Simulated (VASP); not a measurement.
# Pb (P6_3/mmc) in VASP: electric field gradients with PBEsol

Aim: the electric field gradients of Pb with PBEsol.

Everything below comes from runs of VASP 6.6.1. Logs are shortened: lines on timing, memory, paths and dates and some standing lists are left out, and cuts for length are marked.

### Step 1. The cell of the first run

The structure is hexagonal, space group P6_3/mmc (No. 194). The conventional cell has a = 3.480 Å, b = 3.480 Å, c = 5.590 Å, α = 90.00°, β = 90.00°, γ = 120.00°. Pb (site symmetry -6m2) has 12 Pb at 3.44 to 3.48 Å within 4.5 Å.

This isn't the form of Pb at room conditions, which is fcc.

### Step 2. Electric field gradients, PBEsol

File INCAR:

```
SYSTEM = Pb
  PREC = Accurate
  ENCUT = 520
  EDIFF = 1E-8
  ISMEAR = -1
  SIGMA = 0.08
  LREAL = .False.
  LASPH = .True.
  NELM = 100
  ALGO = Normal
  ISIF = 2
  LWAVE = .False.
  LCHARG = .False.
  GGA = PS
  LEFG = .True.
  NBANDS = 21
```

File KPOINTS:

```
Automatic mesh
0
Gamma
  14 14 8
  0 0 0
```

File POSCAR:

```
Pb
1.0
    3.4800006906      0.0000000000      0.0000000000
   -1.7400003453      3.0137690032      0.0000000000
    0.0000000000      0.0000000000      5.5900000000
Pb
2
Direct
    0.3333333333      0.6666666667      0.2500000000
    0.6666666667      0.3333333333      0.7500000000
```

Potentials or basis: VASP PAW PBE potentials, release 64 (Pb_d).

Command:

```
$ cat potpaw_PBE.64/Pb_d/POTCAR > POTCAR
$ mpirun -np 1 vasp_std > vasp.out
```

OUTCAR:

```text
SYSTEM = Pb
   PREC = Accurate
   ENCUT = 520
   EDIFF = 1E-8
   ISMEAR = -1
   LREAL = .False.
   LASPH = .True.
   NELM = 100
   ISIF = 2
   GGA = PS

 ion  position               nearest neighbor table
   1  0.333  0.667  0.250-   2 3.44   2 3.44   2 3.44   2 3.44   2 3.44   2 3.44
   2  0.667  0.333  0.750-   1 3.44   1 3.44   1 3.44   1 3.44   1 3.44   1 3.44

  LATTYP: Found a hexagonal cell.
 ALAT       =     3.4800006906
 C/A-ratio  =     1.6063215203

  Lattice vectors:

 A1 = (   3.4800006906,   0.0000000000,   0.0000000000)
 A2 = (  -1.7400003453,   3.0137690032,   0.0000000000)
 A3 = (   0.0000000000,   0.0000000000,   5.5900000000)

Analysis of symmetry for initial positions (statically):
=====================================================================
 Subroutine PRICEL returns:
 Original cell was already a primitive cell.

 Routine SETGRP: Setting up the symmetry group for a
 hexagonal supercell.

 Subroutine GETGRP returns: Found 24 space group operations
 (whereof 12 operations were pure point group operations)
 out of a pool of 24 trial point group operations.

The static configuration has the point symmetry D_3d.
 The point group associated with its full space group is D_6h.

Analysis of symmetry for dynamics (positions and initial velocities):
=====================================================================
 Subroutine PRICEL returns:
 Original cell was already a primitive cell.

 Routine SETGRP: Setting up the symmetry group for a
 hexagonal supercell.

 Subroutine GETGRP returns: Found 24 space group operations
 (whereof 12 operations were pure point group operations)
 out of a pool of 24 trial point group operations.

The dynamic configuration has the point symmetry D_3d.
 The point group associated with its full space group is D_6h.

 Subroutine INISYM returns: Found 24 space group operations
 (whereof 12 operations are pure point group operations),
 and found     1 'primitive' translations

----------------------------------------------------------------------------------------

                                     Primitive cell

  volume of cell :      58.6275

  direct lattice vectors                    reciprocal lattice vectors
     3.480000691  0.000000000  0.000000000     0.287356265  0.165905217  0.000000000
    -1.740000345  3.013769003  0.000000000     0.000000000  0.331810434  0.000000000
     0.000000000  0.000000000  5.590000000     0.000000000  0.000000000  0.178890877

  length of vectors
     3.480000691  3.480000691  5.590000000     0.331810434  0.331810434  0.178890877

  position of ions in fractional coordinates (direct lattice)
     0.333333333  0.666666667  0.250000000
     0.666666667  0.333333333  0.750000000

  ion indices of the primitive-cell ions
   primitive index   ion index
                 1           1
                 2           2

----------------------------------------------------------------------------------------

 KPOINTS: Automatic mesh

Automatic generation of k-mesh.
 Grid dimensions read from file:
 generate k-points for:   14   14    8

 Generating k-lattice:

  Cartesian coordinates                     Fractional coordinates (reciprocal lattice)
     0.020525447  0.011850373  0.000000000     0.071428571 -0.000000000  0.000000000
     0.000000000  0.023700745  0.000000000     0.000000000  0.071428571  0.000000000
     0.000000000  0.000000000  0.022361360     0.000000000  0.000000000  0.125000000

  Length of vectors
     0.023700745  0.023700745  0.022361360

  Shift w.r.t. Gamma in fractional coordinates (k-lattice)
     0.000000000  0.000000000  0.000000000

 Subroutine IBZKPT returns following result:
 ===========================================

 Found    120 irreducible k-points:

 Following reciprocal coordinates:
            Coordinates               Weight
  0.000000  0.000000  0.000000      1.000000
  0.071429  0.000000  0.000000      6.000000
  0.142857  0.000000  0.000000      6.000000
  0.214286  0.000000  0.000000      6.000000
  0.285714  0.000000  0.000000      6.000000
  0.357143  0.000000  0.000000      6.000000
[... 16 lines left out ...]
  0.285714  0.285714  0.000000      6.000000
  0.357143  0.285714  0.000000      6.000000
 [... further k-points ...]
   k-points           NKPTS =    120   k-points in BZ     NKDIM =    120   number of bands    NBANDS=     21
   number of dos      NEDOS =    301   number of ions     NIONS =      2
   total plane-waves  NPLWV =  32928
   dimension x,y,z NGX =    28 NGY =   28 NGZ =   42
   dimension x,y,z NGXF=    56 NGYF=   56 NGZF=   84
   ions per type =               2
   NGX,Y,Z   is equivalent  to a cutoff of  13.38, 13.38, 12.49 a.u.
   NGXF,Y,Z  is equivalent  to a cutoff of  26.75, 26.75, 24.98 a.u.
 SYSTEM =  Pb
   PREC   = accura    normal or accurate (medium, high low for compatibility)
   ISTART =      0    job   : 0-new  1-cont  2-samecut
   ICHARG =      2    charge: 1-file 2-atom 10-const
   ISPIN  =      1    spin polarized calculation?
   LNONCOLLINEAR =      F non collinear calculations
   LSORBIT =      F    spin-orbit coupling
   LASPH  =      T    aspherical Exc in radial PAW
   ENCUT  =  520.0 eV  38.22 Ry    6.18 a.u.   6.47  6.47 10.39*2*pi/ulx,y,z
   NELM   =    100;   NELMIN=  2; NELMDL= -5     # of ELM steps
   EDIFF  = 0.1E-07   stopping-criterion for ELM
   LREAL  =      F    real-space projection
   EDIFFG = 0.1E-06   stopping-criterion for IOM
   NSW    =      0    number of steps for IOM
   IBRION =     -1    ionic relax: 0-MD 1-quasi-New 2-CG
   NFREE  =      0    steps in history (QN), initial steepest desc. (CG)
   ISIF   =      2    stress and relaxation
   ISYM   =      2    0-nonsym 1-usesym 2-fastsym
   POTIM  = 0.5000    time-step for ionic-motion
   TEBEG  =    0.0;   TEEND  =   0.0 temperature during run
   PSTRESS=    0.0 pullay stress
   NELECT =      28.0000    total number of electrons
   NUPDOWN=      -1.0000    fix difference up-down
   EMIN   =  10.00;   EMAX   =-10.00  energy-range for DOS
   EFERMI =   0.00;   METHOD = LEGACY
   ISMEAR =    -1;   SIGMA  =   0.08  broadening in eV -4-tet -1-fermi 0-gaus
   EFERMI_NEDOS =   21; number of points for ismear=-14 and -15
   IALGO  =     38    algorithm
   IMIX   =      4    mixing-type and parameters
     AMIX     =   0.40;   BMIX     =  1.00
     AMIX_MAG =   1.60;   BMIX_MAG =  1.00
  volume/ion in A,a.u.               =      29.31       197.82
  Fermi-wavevector in a.u.,A,eV,Ry     =   1.279658  2.418202 22.279864  1.637524
  Thomas-Fermi vector in A             =   2.412130
   LORBIT       =      0    0 simple, 1 ext, 2 COOP (PROOUT), +10 PAW based schemes
   GGA     = PS    functional components
   LHFCALC =     F    Hartree Fock is set to
   AEXX    =    0.0000 exact exchange contribution
   IVDW    =     0    specifies the selected vdW correction
   LEPSILON=     F    determine dielectric tensor
   LRPA    =     F    only Hartree local field effects (RPA)
 non-spin polarized calculation
  energy-cutoff  :      520.00
  volume of cell :       58.63
 maximum number of plane-waves:      1617
 NGX is ok and might be reduce to    28
   NGX = 13   NGY = 13   NGZ = 21

 number of electron      28.0000005 magnetization

 Free energy of the ion-electron system (eV)
  ---------------------------------------------------
  ext. energy  EPLUGINS =         0.00000000
  ---------------------------------------------------
  free energy    TOTEN  =        -7.97664279 eV

  energy without entropy =       -7.95205428  energy(sigma->0) =       -7.96434854

 E-fermi :   7.4403     XC(G=0): -10.5065

 val. band max:        7.4298635212   @ k =   0.2143   0.0714   0.1250
 cond. band min:       7.4448304271   @ k =   0.3571   0.2143   0.0000
 fundamental gap:      0.0149669059
 Fermi energy:         7.4402874979

 k-point     1 :       0.0000    0.0000    0.0000
  band No.  band energies     occupation
      1      -9.5725      2.00000
      2      -9.5223      2.00000
      3      -9.5099      2.00000
      4      -9.5099      2.00000
      5      -9.4846      2.00000
      6      -9.4846      2.00000
[... 13 lines left out ...]
     20      16.5014      0.00000
     21      18.9942      0.00000
[... 529 lines left out ...]
 k-point    24 :       0.3571    0.2857    0.0000
  band No.  band energies     occupation
      1      -9.6373      2.00000
      2      -9.5112      2.00000
      3      -9.4678      2.00000
      4      -9.4657      2.00000
      5      -9.4351      2.00000
      6      -9.3995      2.00000
[... 13 lines left out ...]
     20      19.8732      0.00000
     21      21.8802      0.00000

 [... further k-points ...]

------------------------ aborting loop because EDIFF is reached ----------------------------------------

  FORCE on cell =-STRESS in cart. coord.  units (eV):
  Direction    XX          YY          ZZ          XY          YZ          ZX
  --------------------------------------------------------------------------------------
  -------------------------------------------------------------------------------------
  Total        0.1095937      0.1095937      0.7821604      0.0000000      0.0000000      0.0000000
  in kB        2.9949877      2.9949877     21.3749597      0.0000000      0.0000000      0.0000000
  external PRESSURE =       9.1216451 kB  Pullay stress =       0.0000000 kB

 VOLUME and BASIS-vectors are now :
 -----------------------------------------------------------------------------
  energy-cutoff  :      520.00
  volume of cell :       58.63
      direct lattice vectors                 reciprocal lattice vectors
     3.480000691  0.000000000  0.000000000     0.287356265  0.165905217  0.000000000
    -1.740000345  3.013769003  0.000000000     0.000000000  0.331810434  0.000000000
     0.000000000  0.000000000  5.590000000     0.000000000  0.000000000  0.178890877

 POSITION                                       TOTAL-FORCE (eV/Angst)
 -----------------------------------------------------------------------------------
     -0.00000      2.00918      1.39750         0.000000     -0.000000      0.000000
      1.74000      1.00459      4.19250        -0.000000      0.000000      0.000000
 -----------------------------------------------------------------------------------
    total drift:                               -0.000000      0.000000      0.000000

  FREE ENERGIE OF THE ION-ELECTRON SYSTEM (eV)
  ---------------------------------------------------
  free  energy   TOTEN  =        -7.9766427948 eV

  energy  without entropy=       -7.9520542837  energy(sigma->0) =       -7.96434854

 Electric field gradients (V/A^2)
---------------------------------------------------------------------
 ion       V_xx      V_yy      V_zz      V_xy      V_xz      V_yz
---------------------------------------------------------------------
   1      25.247    25.247   -50.494    -0.000     0.000    -0.000
   2      25.247    25.247   -50.494    -0.000    -0.000     0.000
---------------------------------------------------------------------

 Electric field gradients after diagonalization (V/A^2)
 (convention: |V_zz| > |V_xx| > |V_yy|)
----------------------------------------------------------------------
 ion       V_xx      V_yy      V_zz     asymmetry (V_yy - V_xx)/ V_zz
----------------------------------------------------------------------
   1      25.247    25.247   -50.494       0.000
   2      25.247    25.247   -50.494       0.000
----------------------------------------------------------------------

           NMR quadrupolar parameters

 Cq : quadrupolar parameter    Cq=e*Q*V_zz/h
 eta: asymmetry parameters     (V_yy - V_xx)/ V_zz
 Q  : nuclear electric quadrupole moment in mb (millibarn)
----------------------------------------------------------------------
 ion       Cq(MHz)       eta       Q (mb)
----------------------------------------------------------------------
   1      -0.122       0.000       1.000
   2      -0.122       0.000       1.000
----------------------------------------------------------------------
```

Run time: 61 s. Hardware: 1 thread of Intel Xeon 6975P-C (Granite Rapids), shared host; peak memory 0.25 GiB.

What came out:

```yaml
Free_energy: -7.9766 eV
Pressure: 0.9 GPa
Band_gap_on_the_k_mesh: zero (bands 14 and 15 overlap by 7.43 eV)
Largest_electric_field_gradient_by_atom: Pb -50.5 V/Å²
```

Levels at points of the mesh, in eV from the Fermi level:
```csv
k point,band 12,band 13,band 14,band 15,band 16,band 17
"(0.00, 0.00, 0.00)",-7.98,-4.30,5.60,5.60,7.51,7.51
"(0.50, 0.00, 0.00)",-7.14,-2.89,-1.40,-0.51,1.80,1.98
"(0.00, 0.00, 0.50)",-10.68,1.04,1.04,6.51,6.51,6.51
"(0.50, 0.00, 0.50)",-7.54,-3.81,-3.81,3.45,3.45,3.79
```

Electric field gradients, principal values (V/Å²):
| atom | least | middle | greatest (by size) |
| --- | --- | --- | --- |
| 1 Pb | 25.247 | 25.247 | -50.494 |
| 2 Pb | 25.247 | 25.247 | -50.494 |

Caveat: without QUAD_EFG the Cq values of the log hold for a quadrupole moment of 1 mb, not for the nuclei; the PAW data sets were made with another functional, which shifts forces and pressure a little; spin-orbit coupling is left out, which moves the levels of the heavy elements.
